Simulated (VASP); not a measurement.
# MgS (F-43m) in VASP: notebook, part 2 of 2

VASP 6.6.1. The steps go on from the part before.

### 3 Single point, PBE0

POSCAR

```
MgS
1.0
    0.0000000000      2.8308768410      2.8308768410
    2.8308768410      0.0000000000      2.8308768410
    2.8308768410      2.8308768410      0.0000000000
Mg S
1 1
Direct
    0.0000000000      0.0000000000      0.0000000000
    0.2500000000      0.2500000000      0.2500000000
```

INCAR.step1

```
ALGO = Normal ; EDIFF = 1E-5
ENCUT = 520 ; GGA = PE
ISIF = 2 ; ISMEAR = 0
LASPH = T ; LCHARG = F
LREAL = F ; LWAVE = T
NBANDS = 11 ; NELM = 80
PREC = Accurate ; SIGMA = 0.01
```

INCAR.step2

```
AEXX = 0.25 ; ALGO = Normal
EDIFF = 1E-6 ; ENCUT = 520
GGA = PE ; ISIF = 2
ISMEAR = 0 ; ISTART = 1
LASPH = T ; LCHARG = F
LHFCALC = T ; LREAL = F
LWAVE = F ; NBANDS = 11
NELM = 80 ; PREC = Accurate
PRECFOCK = Normal ; SIGMA = 0.01
```

KPOINTS

```
k-points
0
Gamma
  6 6 6
```

Potentials or basis: VASP PAW PBE potentials, release 64 (Mg, S).

Launch:

```console
$ cat potpaw_PBE.64/Mg/POTCAR potpaw_PBE.64/S/POTCAR > POTCAR
$ cp INCAR.step1 INCAR
$ mpirun -np 1 vasp_std > vasp.out
$ cp INCAR.step2 INCAR
$ mpirun -np 1 vasp_std > vasp.out
```

OUTCAR:

```text
AEXX = 0.25
   EDIFF = 1E-6
   ENCUT = 520
   GGA = PE
   ISIF = 2
   ISMEAR = 0
   ISTART = 1
   LASPH = T
   LHFCALC = T
   LREAL = F
   NELM = 80
   PREC = Accurate
   PRECFOCK = Normal

 ion  position               nearest neighbor table
   1  0.000  0.000  0.000-   2 2.45   2 2.45   2 2.45   2 2.45
   2  0.250  0.250  0.250-   1 2.45   1 2.45   1 2.45   1 2.45

  LATTYP: Found a face centered cubic cell.
 ALAT       =     5.6617536820

  Lattice vectors:

 A1 = (   0.0000000000,   2.8308768410,   2.8308768410)
 A2 = (   2.8308768410,   0.0000000000,   2.8308768410)
 A3 = (   2.8308768410,   2.8308768410,   0.0000000000)

Analysis of symmetry for initial positions (statically):
=====================================================================
 Subroutine PRICEL returns:
 Original cell was already a primitive cell.

 Routine SETGRP: Setting up the symmetry group for a
 face centered cubic supercell.

 Subroutine GETGRP returns: Found 24 space group operations
 (whereof 24 operations were pure point group operations)
 out of a pool of 48 trial point group operations.

The static configuration has the point symmetry T_d .

Analysis of symmetry for dynamics (positions and initial velocities):
=====================================================================
 Subroutine PRICEL returns:
 Original cell was already a primitive cell.

 Routine SETGRP: Setting up the symmetry group for a
 face centered cubic supercell.

 Subroutine GETGRP returns: Found 24 space group operations
 (whereof 24 operations were pure point group operations)
 out of a pool of 48 trial point group operations.

The dynamic configuration has the point symmetry T_d .

 Subroutine INISYM returns: Found 24 space group operations
 (whereof 24 operations are pure point group operations),
 and found     1 'primitive' translations

----------------------------------------------------------------------------------------

[... 118 lines left out ...]
   ENCUTFOCK=  -1.0 apply spherical cutoff to Coloumb kernel
   IVDW    =     0    specifies the selected vdW correction
   LEPSILON=     F    determine dielectric tensor
   LRPA    =     F    only Hartree local field effects (RPA)
 non-spin polarized calculation
 Gauss-broadening in eV      SIGMA  =   0.01
  energy-cutoff  :      520.00
  volume of cell :       45.37
 maximum number of plane-waves:      1243
 NGX is ok and might be reduce to    30
  NGX = 24; NGY = 24; NGZ = 24

 number of electron       8.0000001 magnetization

 Free energy of the ion-electron system (eV)
  ---------------------------------------------------
  ext. energy  EPLUGINS =         0.00000000
  ---------------------------------------------------
  free energy    TOTEN  =       -10.40283683 eV

  energy without entropy =      -10.40283683  energy(sigma->0) =      -10.40283683

 E-fermi :   0.0623     XC(G=0):  -6.6437

 val. band max:       -0.0550674640   @ k =   0.0000   0.0000   0.0000
 cond. band min:       5.1523860691   @ k =   0.0000   0.0000   0.0000
 fundamental gap:      5.2074535331
 Fermi energy:         0.0622677055

 k-point     1 :       0.0000    0.0000    0.0000
  band No.  band energies     occupation
      1     -12.5284      2.00000
      2      -0.0551      2.00000
      3      -0.0551      2.00000
      4      -0.0551      2.00000
      5       5.1524      0.00000
      6       9.8893      0.00000
      7       9.8893      0.00000
      8       9.8893      0.00000
      9      12.9192      0.00000
     10      12.9192      0.00000
     11      15.7280      0.00000
[... 197 lines left out ...]
 k-point    16 :      -0.3333    0.5000    0.1667
  band No.  band energies     occupation
      1     -11.5236      2.00000
      2      -2.8060      2.00000
      3      -1.7667      2.00000
      4      -1.4284      2.00000
      5       6.6659      0.00000
      6       8.7153      0.00000
      7      11.3971      0.00000
      8      11.4535      0.00000
      9      14.7324      0.00000
     10      16.0550      0.00000
     11      16.1984      0.00000

------------------------ aborting loop because EDIFF is reached ----------------------------------------

  FORCE on cell =-STRESS in cart. coord.  units (eV):
  Direction    XX          YY          ZZ          XY          YZ          ZX
  --------------------------------------------------------------------------------------
  -------------------------------------------------------------------------------------
  Total       -0.0643907     -0.0643907     -0.0643907     -0.0000000     -0.0000000     -0.0000000
  in kB       -2.2737403     -2.2737403     -2.2737403     -0.0000000     -0.0000000     -0.0000000
  external PRESSURE =      -2.2737403 kB  Pullay stress =       0.0000000 kB

 VOLUME and BASIS-vectors are now :
 -----------------------------------------------------------------------------
  energy-cutoff  :      520.00
  volume of cell :       45.37
      direct lattice vectors                 reciprocal lattice vectors
     0.000000000  2.830876841  2.830876841    -0.176623721  0.176623721  0.176623721
     2.830876841  0.000000000  2.830876841     0.176623721 -0.176623721  0.176623721
     2.830876841  2.830876841  0.000000000     0.176623721  0.176623721 -0.176623721

 POSITION                                       TOTAL-FORCE (eV/Angst)
 -----------------------------------------------------------------------------------
      0.00000      0.00000      0.00000        -0.000000     -0.000000     -0.000000
      1.41544      1.41544      1.41544         0.000000      0.000000      0.000000
 -----------------------------------------------------------------------------------
    total drift:                               -0.000000      0.000001      0.000001

  FREE ENERGIE OF THE ION-ELECTRON SYSTEM (eV)
  ---------------------------------------------------
  free  energy   TOTEN  =       -10.4028368290 eV

  energy  without entropy=      -10.4028368290  energy(sigma->0) =      -10.40283683
```

OUTCAR.step1:

```text
EDIFF = 1E-5
   ENCUT = 520
   GGA = PE
   ISIF = 2
   ISMEAR = 0
[... 435 lines left out ...]
 -----------------------------------------------------------------------------------
      0.00000      0.00000      0.00000        -0.000000     -0.000000     -0.000000
      1.41544      1.41544      1.41544         0.000000      0.000000      0.000000
 -----------------------------------------------------------------------------------
    total drift:                                0.000000      0.000000      0.000000

  FREE ENERGIE OF THE ION-ELECTRON SYSTEM (eV)
  ---------------------------------------------------
  free  energy   TOTEN  =        -8.4701497233 eV

  energy  without entropy=       -8.4701497233  energy(sigma->0) =       -8.47014972
```

Wall time 16 min (1 thread of Intel Xeon 8259CL, shared host); peak memory 0.2 GiB.

What came out:

| Quantity | Value |
| --- | --- |
| Free energy | -10.4028 eV |
| Pressure | -0.2 GPa |
| Band gap on the k mesh | 5.21 eV |

Levels at points of the mesh, in eV from the valence-band top:
```
           k point  band 1  band 2  band 3  band 4  band 5  band 6  band 7  band 8
(0.00, 0.00, 0.00)  -12.47    0.00    0.00    0.00    5.21    9.94    9.94    9.94
(0.50, 0.00, 0.00)  -11.72   -3.44   -0.37   -0.37    6.96    9.58    9.58   10.58
(0.50, 0.50, 0.00)  -11.48   -3.09   -1.14   -1.14    5.56    7.49   13.39   14.52
```

Caveat: the PAW data sets were made with another functional, which shifts forces and pressure a little. A k mesh can miss the band edges.

### 4 Single point, HF

POSCAR is that of step 3.

INCAR.step1

```
ALGO     = Normal         # electronic algorithm
EDIFF    = 1E-5           # SCF threshold, eV
ENCUT    = 520            # plane-wave cutoff, eV
GGA      = PE             # functional
ISIF     = 2              # what is computed and relaxed
ISMEAR   = 0              # smearing method
LASPH    = True           # aspherical terms in the spheres
LCHARG   = False          # write CHGCAR
LREAL    = False          # projectors in reciprocal space
LWAVE    = True           # write WAVECAR
NBANDS   = 11             # bands
NELM     = 60             # most SCF steps
PREC     = Accurate       # precision mode
SIGMA    = 0.01           # smearing width, eV
```

INCAR.step2

```
AEXX     = 1.0            # exact-exchange fraction
AGGAC    = 0.0          
ALDAC    = 0.0          
ALGO     = Normal         # electronic algorithm
EDIFF    = 1E-7           # SCF threshold, eV
ENCUT    = 520            # plane-wave cutoff, eV
GGA      = PE             # functional
ISIF     = 2              # what is computed and relaxed
ISMEAR   = 0              # smearing method
ISTART   = 1            
LASPH    = True           # aspherical terms in the spheres
LCHARG   = False          # write CHGCAR
LHFCALC  = True           # exact exchange
LREAL    = False          # projectors in reciprocal space
LWAVE    = False          # write WAVECAR
NBANDS   = 11             # bands
NELM     = 60             # most SCF steps
PREC     = Accurate       # precision mode
PRECFOCK = Normal       
SIGMA    = 0.01           # smearing width, eV
```

KPOINTS is that of step 3.

Launch:

```console
$ cat potpaw_PBE.64/Mg/POTCAR potpaw_PBE.64/S/POTCAR > POTCAR
$ cp INCAR.step1 INCAR
$ mpirun -np 1 vasp_std > vasp.out
$ cp INCAR.step2 INCAR
$ mpirun -np 1 vasp_std > vasp.out
```

Run time: 20 min. Hardware: 1 thread of Intel Xeon 8259CL, shared host; peak memory 0.2 GiB.

The run converged. Its results:

| Property | Result |
| --- | --- |
| Free energy | -14.5756 eV |
| Pressure | 2.1 GPa |
| Band gap on the k mesh | 11.00 eV |

Levels at points of the mesh, in eV from the valence-band top:
```csv
k point,band 1,band 2,band 3,band 4,band 5,band 6,band 7,band 8
"(0.00, 0.00, 0.00)",-15.87,0.00,0.00,0.00,11.00,16.13,16.13,16.13
"(0.50, 0.00, 0.00)",-14.93,-4.16,-0.46,-0.46,12.83,15.63,15.63,16.79
"(0.50, 0.50, 0.00)",-14.62,-3.75,-1.42,-1.42,11.04,13.30,20.32,21.34
```

Caveat: the PAW data sets were made with another functional, which shifts forces and pressure a little. A k mesh can miss the band edges.

### 5 Overview

```tsv
level	share of exact exchange	screening parameter	gap on the mesh (eV)	pressure (GPa)
HSE06	0.25	0.2079 1/Å	4.51	-0.1
PBE0	0.25	-	5.21	-0.2
HF	1	-	11.00	2.1
```

Alike in all rows: task single point; potentials or basis VASP PAW PBE potentials, release 64 (Mg, S); no spin polarisation; cell as given; k mesh 6 × 6 × 6; cutoff (eV) 520; smearing gaussian 0.01 eV.

On the cell as given the gap runs from 4.51 eV (HSE06) to 11.00 eV (HF). The pressure there spans -0.2 GPa (PBE0) to 2.1 GPa (HF); a positive pressure means that this level wants a larger cell, a negative one a smaller.

Caveats: the PAW data sets were made with another functional, which shifts forces and pressure a little.

Total energies depend on the potentials used, so only differences within one code and one set of settings carry meaning.
